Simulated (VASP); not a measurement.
# BiSbTe2S (P-6m2) in VASP: relaxation of cell and atoms with PBE

Aim: the relaxation of cell and atoms of BiSbTe2S with PBE.

All numbers are computed with VASP 6.6.1; they aren't measurements. Logs are shortened: lines on timing, memory, paths and dates and some standing lists are left out, and cuts for length are marked.

## (1) The cell of the first run

Symmetry: P-6m2, No. 187, hexagonal system. The conventional cell has a = 4.613 Å, b = 4.613 Å, c = 11.355 Å, α = 90.00°, β = 90.00°, γ = 120.00°. Sb (site symmetry -6m2) has 3 S at 2.66 Å and 2 Te at 2.90 Å within 3.5 Å. Bi (site symmetry -6m2) has 2 Te at 2.78 Å within 3.7 Å. Te (site symmetry 3m) has 1 Bi at 2.78 Å and 1 Sb at 2.90 Å within 3.7 Å. S (site symmetry -6m2) has 3 Sb at 2.66 Å within 3.5 Å.

The cell was generated, and may not be a known phase.

## (2) Relaxation of cell and atoms, PBE

File INCAR:

```
SYSTEM = BiSbTe2S
PREC = Accurate
ENCUT = 600
EDIFF = 1E-7
ISMEAR = 0
SIGMA = 0.1
LREAL = .FALSE.
LASPH = .TRUE.
NELM = 100
ALGO = Normal
ISIF = 3
LWAVE = .FALSE.
LCHARG = .FALSE.
GGA = PE
IBRION = 2
NSW = 100
EDIFFG = -0.01
```

File KPOINTS:

```
regular mesh
0
G
  12 12 4
  0 0 0
```

File POSCAR:

```
BiSbTe2S
1.0
    4.6125384224      0.0000000000      0.0000000000
   -2.3062692112      3.9945754497      0.0000000000
    0.0000000000      0.0000000000     11.3545019541
Sb Bi Te S
1 1 2 1
Direct
    0.3333333333      0.6666666667      0.0000000000
    0.3333333333      0.6666666667      0.5000000000
    0.3333333333      0.6666666667      0.2553507631
    0.3333333333      0.6666666667      0.7446492369
    0.6666666667      0.3333333333      0.0000000000
```

Potentials or basis: VASP PAW PBE potentials, release 64 (Sb, Bi_d, Te, S).

Command:

```console
$ cat potpaw_PBE.64/Sb/POTCAR potpaw_PBE.64/Bi_d/POTCAR potpaw_PBE.64/Te/POTCAR potpaw_PBE.64/S/POTCAR > POTCAR
$ mpirun -np 1 vasp_std > vasp.out
```

OUTCAR:

```text
SYSTEM = BiSbTe2S
   PREC = Accurate
   ENCUT = 600
   EDIFF = 1E-7
   ISMEAR = 0
   LREAL = .FALSE.
   LASPH = .TRUE.
   NELM = 100
   ISIF = 3
   GGA = PE
   IBRION = 2
   NSW = 100
   EDIFFG = -0.01

 ion  position               nearest neighbor table
   1  0.333  0.667  0.000-   5 2.66   5 2.66   5 2.66   3 2.90   4 2.90
   2  0.333  0.667  0.500-   3 2.78   4 2.78
   3  0.333  0.667  0.255-   2 2.78   1 2.90
   4  0.333  0.667  0.745-   2 2.78   1 2.90
   5  0.667  0.333  0.000-   1 2.66   1 2.66   1 2.66

  LATTYP: Found a hexagonal cell.
 ALAT       =     4.6125384224
 C/A-ratio  =     2.4616601347

  Lattice vectors:

 A1 = (   4.6125384224,   0.0000000000,   0.0000000000)
 A2 = (  -2.3062692112,   3.9945754497,   0.0000000000)
 A3 = (   0.0000000000,   0.0000000000,  11.3545019541)

Analysis of symmetry for initial positions (statically):
=====================================================================
 Subroutine PRICEL returns:
 Original cell was already a primitive cell.

 Routine SETGRP: Setting up the symmetry group for a
 hexagonal supercell.

 Subroutine GETGRP returns: Found 12 space group operations
 (whereof 12 operations were pure point group operations)
 out of a pool of 24 trial point group operations.

The static configuration has the point symmetry D_3h.

Analysis of symmetry for dynamics (positions and initial velocities):
=====================================================================
 Subroutine PRICEL returns:
 Original cell was already a primitive cell.

 Routine SETGRP: Setting up the symmetry group for a
 hexagonal supercell.

 Subroutine GETGRP returns: Found 12 space group operations
 (whereof 12 operations were pure point group operations)
 out of a pool of 24 trial point group operations.

The dynamic configuration has the point symmetry D_3h.

 Subroutine INISYM returns: Found 12 space group operations
 (whereof 12 operations are pure point group operations),
 and found     1 'primitive' translations

----------------------------------------------------------------------------------------

                                     Primitive cell

  volume of cell :     209.2082

  direct lattice vectors                    reciprocal lattice vectors
     4.612538422  0.000000000  0.000000000     0.216800362  0.125169747  0.000000000
    -2.306269211  3.994575450  0.000000000     0.000000000  0.250339495  0.000000000
     0.000000000  0.000000000 11.354501954     0.000000000  0.000000000  0.088070794

  length of vectors
[... 98 lines left out ...]
   PSTRESS=    0.0 pullay stress
   NELECT =      38.0000    total number of electrons
   NUPDOWN=      -1.0000    fix difference up-down
   EMIN   =  10.00;   EMAX   =-10.00  energy-range for DOS
   EFERMI =   0.00;   METHOD = LEGACY
   ISMEAR =     0;   SIGMA  =   0.10  broadening in eV -4-tet -1-fermi 0-gaus
   EFERMI_NEDOS =   21; number of points for ismear=-14 and -15
   IALGO  =     38    algorithm
   IMIX   =      4    mixing-type and parameters
     AMIX     =   0.40;   BMIX     =  1.00
     AMIX_MAG =   1.60;   BMIX_MAG =  1.00
  volume/ion in A,a.u.               =      41.84       282.36
  Fermi-wavevector in a.u.,A,eV,Ry     =   0.927135  1.752032 11.695295  0.859580
  Thomas-Fermi vector in A             =   2.053173
   LORBIT       =      0    0 simple, 1 ext, 2 COOP (PROOUT), +10 PAW based schemes
   GGA     = PE    functional components
   LHFCALC =     F    Hartree Fock is set to
   AEXX    =    0.0000 exact exchange contribution
   IVDW    =     0    specifies the selected vdW correction
   LEPSILON=     F    determine dielectric tensor
   LRPA    =     F    only Hartree local field effects (RPA)
 conjugate gradient relaxation of ions
 non-spin polarized calculation
 Gauss-broadening in eV      SIGMA  =   0.10
  energy-cutoff  :      600.00
  volume of cell :      209.21
 maximum number of plane-waves:      7006
 NGX is ok and might be reduce to    40
   NGX = 19   NGY = 19   NGZ = 45

--------------------------------------- Ionic step        1  -------------------------------------------

 number of electron      38.0000002 magnetization

 Free energy of the ion-electron system (eV)
  ---------------------------------------------------
  ext. energy  EPLUGINS =         0.00000000
  ---------------------------------------------------
  free energy    TOTEN  =       -16.31672341 eV

  energy without entropy =      -16.30051052  energy(sigma->0) =      -16.30861696

------------------------ aborting loop because EDIFF is reached ----------------------------------------

  FORCE on cell =-STRESS in cart. coord.  units (eV):
  Direction    XX          YY          ZZ          XY          YZ          ZX
  --------------------------------------------------------------------------------------
  -------------------------------------------------------------------------------------
  Total        0.3871824      0.3871824      1.8849065      0.0000000     -0.0000000      0.0000000
  in kB        2.9651558      2.9651558     14.4351627      0.0000000     -0.0000000      0.0000000
  external PRESSURE =       6.7884914 kB  Pullay stress =       0.0000000 kB
[... 299 lines left out ...]
--------------------------------------- Ionic step        9  -------------------------------------------

 number of electron      38.0000002 magnetization

 Free energy of the ion-electron system (eV)
  ---------------------------------------------------
  ext. energy  EPLUGINS =         0.00000000
  ---------------------------------------------------
  free energy    TOTEN  =       -16.33642797 eV

  energy without entropy =      -16.31923946  energy(sigma->0) =      -16.32783372

 E-fermi :   2.7027     XC(G=0):  -7.7196

 val. band max:        2.6817541301   @ k =   0.4167   0.0833   0.2500
 cond. band min:       2.7086266530   @ k =   0.5000  -0.0000   0.5000
 fundamental gap:      0.0268725229
 Fermi energy:         2.7026759393

 k-point     1 :       0.0000    0.0000    0.0000
  band No.  band energies     occupation
      1     -20.3186      2.00000
      2     -20.2754      2.00000
      3     -20.2754      2.00000
      4     -20.2274      2.00000
      5     -20.2274      2.00000
      6     -10.9104      2.00000
[... 613 lines left out ...]
     22       4.2436      0.00000
     23       5.1320      0.00000

 [... further k-points ...]

------------------------ aborting loop because EDIFF is reached ----------------------------------------

  FORCE on cell =-STRESS in cart. coord.  units (eV):
  Direction    XX          YY          ZZ          XY          YZ          ZX
  --------------------------------------------------------------------------------------
  -------------------------------------------------------------------------------------
  Total       -0.0057687     -0.0057687      0.0043299      0.0000000      0.0000000      0.0000000
  in kB       -0.0432456     -0.0432456      0.0324600      0.0000000      0.0000000      0.0000000
  external PRESSURE =      -0.0180104 kB  Pullay stress =       0.0000000 kB
[... 20 lines left out ...]
  FREE ENERGIE OF THE ION-ELECTRON SYSTEM (eV)
  ---------------------------------------------------
  free  energy   TOTEN  =       -16.3364279687 eV

  energy  without entropy=      -16.3192394614  energy(sigma->0) =      -16.32783372

 reached required accuracy - stopping structural energy minimisation
```

Run time: 29 min. Hardware: 1 thread of Intel Xeon Platinum 8488C (Sapphire Rapids), shared host; peak memory 0.71 GiB.

What came out:

* Free energy: -16.3364 eV
* Relaxed volume: 42.74 Å³/atom
* Relaxed cell: a = 4.635 Å, b = 4.635 Å, c = 11.485 Å, α = 90.00°, β = 90.00°, γ = 120.00°
* Space group after relaxing (to 0.1 Å): P-6m2 (No. 187)
* Energy gained by relaxing: 3.9 meV/atom
* Ionic steps: 9
* Pressure after relaxing: 0.0 GPa
* Largest force after relaxing: 0.004 eV/Å
* Band gap on the k mesh: zero (bands 19 and 20 overlap by 0.21 eV)

Forces on the atoms (eV/Å):
```
Sb   0.000  0.000  0.000
Bi   0.000  0.000  0.000
Te   0.000  0.000 -0.004
Te   0.000  0.000  0.004
S    0.000  0.000  0.000
```

The path:
| step | energy change (eV) | largest force (eV/Å) | pressure (GPa) | volume (Å³) |
| --- | --- | --- | --- | --- |
| 1 | 0.0000 | 0.2311 | 0.68 | 209.21 |
| 2 | -0.0065 | 0.2813 | -0.43 | 214.61 |
| 3 | -0.0121 | 0.2583 | 0.00 | 212.36 |
| 4 | -0.0179 | 0.1282 | -0.02 | 213.39 |
| 5 | -0.0194 | 0.0211 | -0.03 | 214.20 |
| 6 | -0.0196 | 0.0126 | -0.05 | 214.07 |
| 7 | -0.0196 | 0.0108 | -0.05 | 214.04 |
| 8 | -0.0197 | 0.0133 | 0.03 | 213.52 |
| 9 | -0.0197 | 0.0041 | 0.00 | 213.72 |

Final structure:
```
CELL_PARAMETERS angstrom
4.63548 0.00000 0.00000
-2.31774 4.01444 0.00000
0.00000 0.00000 11.48482
ATOMIC_POSITIONS crystal
Sb 0.33333 0.66667 0.00000
Bi 0.33333 0.66667 0.50000
Te 0.33333 0.66667 0.25840
Te 0.33333 0.66667 0.74160
S 0.66667 0.33333 0.00000
```

Caveat: spin-orbit coupling is left out, which moves the levels of the heavy elements.

The gap in the log of VASP goes by the Fermi energy; the results here count the filled bands.